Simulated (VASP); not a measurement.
# Rb (Imma) in VASP: single point with PBE

Aim: the single point of Rb with PBE.

Program: VASP 6.6.1. These are calculated values, not measurements. Logs are shortened: lines on timing, memory, paths and dates and some standing lists are left out, and cuts for length are marked.

## (1) The cell of the first run

The structure is orthorhombic, space group Imma (No. 74). The conventional cell has a = 4.758 Å, b = 4.758 Å, c = 16.977 Å, α = 90.00°, β = 90.00°, γ = 90.00°.

## (2) Single point, PBE

Contents of INCAR:

```
PREC = Accurate ; ENCUT = 520
EDIFF = 1E-6 ; ISMEAR = 0
SIGMA = 0.05 ; LREAL = False
LASPH = True ; NELM = 100
ALGO = Fast ; ISIF = 2
LWAVE = False ; LCHARG = False
GGA = PE ; NBANDS = 16
```

Contents of KPOINTS:

```
regular mesh
0
Gamma
  8 8 8
```

Contents of POSCAR:

```
Rb
1.0
    0.0000000000     -4.7579760000      0.0000000000
    4.7579760000      0.0000000000      0.0000000000
   -2.3789880000      2.3789880000      8.4886690000
Rb
2
Direct
    0.2500000000      0.7500000000      0.5000000000
    0.5088353074      0.5088353074      0.0176706148
```

Potentials or basis: VASP PAW PBE potentials, release 64 (Rb_sv).

Launch:

```sh
$ cat potpaw_PBE.64/Rb_sv/POTCAR > POTCAR
$ mpirun -np 1 vasp_std > vasp.out
```

OUTCAR:

```text
PREC = Accurate
   ENCUT = 520
   EDIFF = 1E-6
   ISMEAR = 0
   LREAL = False
   LASPH = True
   NELM = 100
   ISIF = 2
   GGA = PE

 ion  position               nearest neighbor table
   1  0.250  0.750  0.500-   2 4.74   2 4.74   2 5.00   2 5.00
   2  0.509  0.509  0.018-   1 4.74   1 4.74   1 5.00   1 5.00

  LATTYP: Found a body centered tetragonal cell.
 ALAT       =     4.7579760000
 C/A-ratio  =     3.5681848752

  Lattice vectors:

 A1 = (  -2.3789880000,  -2.3789880000,  -8.4886690000)
 A2 = (   2.3789880000,   2.3789880000,  -8.4886690000)
 A3 = (   2.3789880000,  -2.3789880000,   8.4886690000)

Analysis of symmetry for initial positions (statically):
=====================================================================
 Subroutine PRICEL returns:
 Original cell was already a primitive cell.

 Routine SETGRP: Setting up the symmetry group for a
 body centered tetragonal supercell.

 Subroutine GETGRP returns: Found  8 space group operations
 (whereof  4 operations were pure point group operations)
 out of a pool of 16 trial point group operations.

The static configuration has the point symmetry C_2v.
 The point group associated with its full space group is D_2h.

Analysis of symmetry for dynamics (positions and initial velocities):
=====================================================================
 Subroutine PRICEL returns:
 Original cell was already a primitive cell.

 Routine SETGRP: Setting up the symmetry group for a
 body centered tetragonal supercell.

 Subroutine GETGRP returns: Found  8 space group operations
 (whereof  4 operations were pure point group operations)
 out of a pool of 16 trial point group operations.

The dynamic configuration has the point symmetry C_2v.
 The point group associated with its full space group is D_2h.

 Subroutine INISYM returns: Found  8 space group operations
 (whereof  4 operations are pure point group operations),
 and found     1 'primitive' translations

----------------------------------------------------------------------------------------

                                     Primitive cell

  volume of cell :     192.1693

  direct lattice vectors                    reciprocal lattice vectors
     0.000000000 -4.757976000  0.000000000     0.000000000 -0.210173401  0.058902049
     4.757976000  0.000000000  0.000000000     0.210173401  0.000000000  0.058902049
    -2.378988000  2.378988000  8.488669000     0.000000000  0.000000000  0.117804099

  length of vectors
     4.757976000  4.757976000  9.131082586     0.218271185  0.218271185  0.117804099

  position of ions in fractional coordinates (direct lattice)
     0.250000000  0.750000000  0.500000000
     0.508835307  0.508835307  0.017670615

  ion indices of the primitive-cell ions
   primitive index   ion index
                 1           1
                 2           2

----------------------------------------------------------------------------------------

 KPOINTS: regular mesh

Automatic generation of k-mesh.
 Grid dimensions read from file:
 generate k-points for:    8    8    8

 Generating k-lattice:

  Cartesian coordinates                     Fractional coordinates (reciprocal lattice)
     0.000000000 -0.026271675  0.007362756     0.125000000  0.000000000  0.000000000
     0.026271675  0.000000000  0.007362756     0.000000000  0.125000000  0.000000000
     0.000000000  0.000000000  0.014725512     0.000000000  0.000000000  0.125000000

  Length of vectors
     0.027283898  0.027283898  0.014725512

  Shift w.r.t. Gamma in fractional coordinates (k-lattice)
     0.000000000  0.000000000  0.000000000

 Subroutine IBZKPT returns following result:
 ===========================================

 Found     95 irreducible k-points:

 Following reciprocal coordinates:
            Coordinates               Weight
  0.000000  0.000000  0.000000      1.000000
  0.125000  0.000000  0.000000      4.000000
  0.000000 -0.125000  0.125000      4.000000
  0.250000  0.000000  0.000000      4.000000
  0.000000 -0.250000  0.250000      4.000000
  0.375000  0.000000  0.000000      4.000000
[... 16 lines left out ...]
  0.375000  0.250000  0.000000      8.000000
  0.250000 -0.375000  0.375000      8.000000
 [... further k-points ...]
   k-points           NKPTS =     95   k-points in BZ     NKDIM =     95   number of bands    NBANDS=     16
   number of dos      NEDOS =    301   number of ions     NIONS =      2
   total plane-waves  NPLWV =  90720
   dimension x,y,z NGX =    36 NGY =   36 NGZ =   70
   dimension x,y,z NGXF=    72 NGYF=   72 NGZF=  140
   ions per type =               2
   NGX,Y,Z   is equivalent  to a cutoff of  12.58, 12.58, 12.74 a.u.
   NGXF,Y,Z  is equivalent  to a cutoff of  25.16, 25.16, 25.49 a.u.
 SYSTEM =  unknown system
   PREC   = accura    normal or accurate (medium, high low for compatibility)
   ISTART =      0    job   : 0-new  1-cont  2-samecut
   ICHARG =      2    charge: 1-file 2-atom 10-const
   ISPIN  =      1    spin polarized calculation?
   LNONCOLLINEAR =      F non collinear calculations
   LSORBIT =      F    spin-orbit coupling
   LASPH  =      T    aspherical Exc in radial PAW
   ENCUT  =  520.0 eV  38.22 Ry    6.18 a.u.   8.85  8.85 16.98*2*pi/ulx,y,z
   NELM   =    100;   NELMIN=  2; NELMDL= -5     # of ELM steps
   EDIFF  = 0.1E-05   stopping-criterion for ELM
   LREAL  =      F    real-space projection
   EDIFFG = 0.1E-04   stopping-criterion for IOM
   NSW    =      0    number of steps for IOM
   IBRION =     -1    ionic relax: 0-MD 1-quasi-New 2-CG
   NFREE  =      0    steps in history (QN), initial steepest desc. (CG)
   ISIF   =      2    stress and relaxation
   ISYM   =      2    0-nonsym 1-usesym 2-fastsym
   POTIM  = 0.5000    time-step for ionic-motion
   TEBEG  =    0.0;   TEEND  =   0.0 temperature during run
   PSTRESS=    0.0 pullay stress
   NELECT =      18.0000    total number of electrons
   NUPDOWN=      -1.0000    fix difference up-down
   EMIN   =  10.00;   EMAX   =-10.00  energy-range for DOS
   EFERMI =   0.00;   METHOD = LEGACY
   ISMEAR =     0;   SIGMA  =   0.05  broadening in eV -4-tet -1-fermi 0-gaus
   EFERMI_NEDOS =   21; number of points for ismear=-14 and -15
   IALGO  =     68    algorithm
   IMIX   =      4    mixing-type and parameters
     AMIX     =   0.40;   BMIX     =  1.00
     AMIX_MAG =   1.60;   BMIX_MAG =  1.00
  volume/ion in A,a.u.               =      96.08       648.41
  Fermi-wavevector in a.u.,A,eV,Ry     =   0.743483  1.404979  7.520849  0.552767
  Thomas-Fermi vector in A             =   1.838609
   LORBIT       =      0    0 simple, 1 ext, 2 COOP (PROOUT), +10 PAW based schemes
   GGA     = PE    functional components
   LHFCALC =     F    Hartree Fock is set to
   AEXX    =    0.0000 exact exchange contribution
   IVDW    =     0    specifies the selected vdW correction
   LEPSILON=     F    determine dielectric tensor
   LRPA    =     F    only Hartree local field effects (RPA)
 non-spin polarized calculation
 RMM-DIIS sequential band-by-band and
 Gauss-broadening in eV      SIGMA  =   0.05
  energy-cutoff  :      520.00
  volume of cell :      192.17
 maximum number of plane-waves:      5199
   NGX = 17   NGY = 17   NGZ = 33

 number of electron      18.0000000 magnetization

 Free energy of the ion-electron system (eV)
  ---------------------------------------------------
  ext. energy  EPLUGINS =         0.00000000
  ---------------------------------------------------
  free energy    TOTEN  =        -1.75787909 eV

  energy without entropy =       -1.75517242  energy(sigma->0) =       -1.75652576

 E-fermi :  -0.0829     XC(G=0):  -5.3259

 val. band max:       -0.0853036921   @ k =   0.5000   0.1250   0.1250
 cond. band min:      -0.0751741730   @ k =   0.1250   0.5000   0.5000
 fundamental gap:      0.0101295191
 Fermi energy:        -0.0828640423

 k-point     1 :       0.0000    0.0000    0.0000
  band No.  band energies     occupation
      1     -29.0995      2.00000
      2     -29.0950      2.00000
      3     -13.2414      2.00000
      4     -13.1490      2.00000
      5     -13.1412      2.00000
      6     -13.1410      2.00000
[... 8 lines left out ...]
     15       4.0968      0.00000
     16       4.2257      0.00000

 k-point     2 :       0.1250    0.0000    0.0000
  band No.  band energies     occupation
      1     -29.0990      2.00000
      2     -29.0947      2.00000
      3     -13.2373      2.00000
      4     -13.1639      2.00000
      5     -13.1500      2.00000
      6     -13.1416      2.00000
[... 8 lines left out ...]
     15       3.6414      0.00000
     16       4.1540      0.00000

 k-point     3 :       0.0000   -0.1250    0.1250
  band No.  band energies     occupation
      1     -29.0990      2.00000
      2     -29.0946      2.00000
      3     -13.2377      2.00000
      4     -13.1563      2.00000
      5     -13.1527      2.00000
      6     -13.1483      2.00000
[... 8 lines left out ...]
     15       3.7258      0.00000
     16       4.0537      0.00000

 k-point     4 :       0.2500    0.0000    0.0000
  band No.  band energies     occupation
      1     -29.0975      2.00000
      2     -29.0941      2.00000
      3     -13.2288      2.00000
      4     -13.1961      2.00000
      5     -13.1779      2.00000
      6     -13.1402      2.00000
[... 8 lines left out ...]
     15       3.4017      0.00000
     16       4.0846      0.00000

 k-point     5 :       0.0000   -0.2500    0.2500
  band No.  band energies     occupation
      1     -29.0978      2.00000
      2     -29.0939      2.00000
      3     -13.2288      2.00000
      4     -13.1897      2.00000
      5     -13.1810      2.00000
      6     -13.1463      2.00000
[... 8 lines left out ...]
     15       3.4719      0.00000
     16       4.0273      0.00000

 k-point     6 :       0.3750    0.0000    0.0000
  band No.  band energies     occupation
      1     -29.0959      2.00000
      2     -29.0937      2.00000
      3     -13.2324      2.00000
      4     -13.2274      2.00000
      5     -13.1897      2.00000
      6     -13.1459      2.00000
[... 8 lines left out ...]
     15       3.2945      0.00000
     16       3.9868      0.00000

 k-point     7 :       0.0000   -0.3750    0.3750
  band No.  band energies     occupation
      1     -29.0965      2.00000
      2     -29.0931      2.00000
      3     -13.2265      2.00000
      4     -13.2215      2.00000
      5     -13.2021      2.00000
      6     -13.1443      2.00000
[... 8 lines left out ...]
     15       3.4612      0.00000
     16       3.9472      0.00000

 k-point     8 :       0.5000    0.0000    0.0000
  band No.  band energies     occupation
      1     -29.0951      2.00000
      2     -29.0936      2.00000
      3     -13.2408      2.00000
      4     -13.2401      2.00000
      5     -13.1856      2.00000
      6     -13.1518      2.00000
[... 8 lines left out ...]
     15       3.2268      0.00000
     16       3.8678      0.00000

 k-point     9 :       0.0000    0.5000    0.5000
  band No.  band energies     occupation
      1     -29.0959      2.00000
      2     -29.0928      2.00000
      3     -13.2364      2.00000
      4     -13.2311      2.00000
      5     -13.2027      2.00000
      6     -13.1435      2.00000
[... 8 lines left out ...]
     15       3.4331      0.00000
     16       3.8595      0.00000
[... 172 lines left out ...]
 k-point    19 :      -0.2500    0.1250   -0.0000
  band No.  band energies     occupation
      1     -29.0971      2.00000
      2     -29.0936      2.00000
      3     -13.2283      2.00000
      4     -13.1940      2.00000
      5     -13.1776      2.00000
      6     -13.1526      2.00000
[... 8 lines left out ...]
     15       3.1485      0.00000
     16       3.8424      0.00000

 k-point    20 :       0.1250    0.2500   -0.2500
  band No.  band energies     occupation
      1     -29.0973      2.00000
      2     -29.0935      2.00000
      3     -13.2279      2.00000
      4     -13.1863      2.00000
      5     -13.1820      2.00000
      6     -13.1606      2.00000
[... 8 lines left out ...]
     15       3.1102      0.00000
     16       3.9195      0.00000

 k-point    21 :      -0.1250    0.1250    0.0000
  band No.  band energies     occupation
      1     -29.0985      2.00000
      2     -29.0943      2.00000
      3     -13.2354      2.00000
      4     -13.1627      2.00000
      5     -13.1535      2.00000
      6     -13.1533      2.00000
[... 8 lines left out ...]
     15       3.3135      0.00000
     16       4.0277      0.00000

 k-point    22 :       0.2500    0.2500    0.0000
  band No.  band energies     occupation
      1     -29.0956      2.00000
      2     -29.0932      2.00000
      3     -13.2145      2.00000
      4     -13.1955      2.00000
      5     -13.1857      2.00000
      6     -13.1771      2.00000
[... 8 lines left out ...]
     15       2.8009      0.00000
     16       3.5269      0.00000

 k-point    23 :       0.3750    0.2500    0.0000
  band No.  band energies     occupation
      1     -29.0940      2.00000
      2     -29.0927      2.00000
      3     -13.2254      2.00000
      4     -13.2220      2.00000
      5     -13.1836      2.00000
      6     -13.1826      2.00000
[... 8 lines left out ...]
     15       3.0079      0.00000
     16       3.1882      0.00000

 k-point    24 :       0.2500   -0.3750    0.3750
  band No.  band energies     occupation
      1     -29.0944      2.00000
      2     -29.0923      2.00000
      3     -13.2196      2.00000
      4     -13.2146      2.00000
      5     -13.1961      2.00000
      6     -13.1909      2.00000
[... 8 lines left out ...]
     15       2.9788      0.00000
     16       3.2042      0.00000

 [... further k-points ...]

------------------------ aborting loop because EDIFF is reached ----------------------------------------

  FORCE on cell =-STRESS in cart. coord.  units (eV):
  Direction    XX          YY          ZZ          XY          YZ          ZX
  --------------------------------------------------------------------------------------
  -------------------------------------------------------------------------------------
  Total       -0.0606872      0.0239922      0.0426880      0.0000000      0.0000000      0.0000000
  in kB       -0.5059684      0.2000304      0.3559039      0.0000000      0.0000000      0.0000000
  external PRESSURE =       0.0166553 kB  Pullay stress =       0.0000000 kB

 VOLUME and BASIS-vectors are now :
 -----------------------------------------------------------------------------
  energy-cutoff  :      520.00
  volume of cell :      192.17
      direct lattice vectors                 reciprocal lattice vectors
     0.000000000 -4.757976000  0.000000000     0.000000000 -0.210173401  0.058902049
     4.757976000  0.000000000  0.000000000     0.210173401  0.000000000  0.058902049
    -2.378988000  2.378988000  8.488669000     0.000000000  0.000000000  0.117804099

 POSITION                                       TOTAL-FORCE (eV/Angst)
 -----------------------------------------------------------------------------------
      2.37899      0.00000      4.24433         0.000000      0.000000      0.057417
      2.37899     -2.37899      0.15000         0.000000      0.000000     -0.057417
 -----------------------------------------------------------------------------------
    total drift:                               -0.000000      0.000000     -0.000001

  FREE ENERGIE OF THE ION-ELECTRON SYSTEM (eV)
  ---------------------------------------------------
  free  energy   TOTEN  =        -1.7578790899 eV

  energy  without entropy=       -1.7551724231  energy(sigma->0) =       -1.75652576
```

Run time: 4.6 min. Hardware: 1 thread of Oxide Virtual Turin-like, shared host; peak memory 0.4 GiB.

Results:

```
Free energy            : -1.7579 eV
Pressure               : 0.0 GPa
Largest force          : 0.057 eV/Å
Band gap on the k mesh : zero (bands 9 and 10 overlap by 2.25 eV)
```

Forces in eV/Å, atoms in the order of the input:
```
Rb   0.000  0.000  0.057
Rb   0.000  0.000 -0.057
```
